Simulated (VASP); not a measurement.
# BeTe: single point with LDA

Crystal: BeTe.

```
Te Be
1.0
     0.00000    2.59142    2.59142
     2.59142    0.00000    2.59142
     2.59142    2.59142    0.00000
Te Be
1 1
Direct
  0.75000 0.75000 0.75000
  0.00000 0.00000 0.00000
```

| Quantity | Value |
| --- | --- |
| Program | VASP 6.6.1 |
| Task | single point |
| Functional | LDA |
| Potentials or basis | VASP PAW LDA potentials, release 64 (Te, Be) |
| Cutoff | 520 eV |
| k mesh | 8 × 8 × 8 |
| Occupations | fermi-dirac, width 0.05 eV |
| Spin | no spin polarisation |

```json
{
 "Pressure": "20.6 GPa",
 "Band gap on the k mesh": "1.17 eV, indirect (least direct gap 3.29 eV)"
}
```

Levels at points of the mesh, in eV from the valence-band top:
| k point | band 1 | band 2 | band 3 | band 4 | band 5 | band 6 | band 7 | band 8 |
| --- | --- | --- | --- | --- | --- | --- | --- | --- |
| (0.00, 0.00, 0.00) | -14.24 | 0.00 | 0.00 | 0.00 | 3.29 | 3.29 | 3.29 | 5.73 |
| (0.50, 0.00, 0.00) | -12.19 | -7.35 | -1.63 | -1.63 | 3.80 | 4.36 | 4.36 | 7.40 |
| (0.50, 0.50, 0.00) | -11.43 | -6.59 | -3.73 | -3.73 | 1.17 | 2.21 | 11.20 | 11.20 |

It took 13 s on 1 thread of Intel Xeon 8259CL (shared host), peak memory 0.15 GiB.

Caveat: spin-orbit coupling is left out, which moves the levels of the heavy elements. A k mesh can miss the band edges.
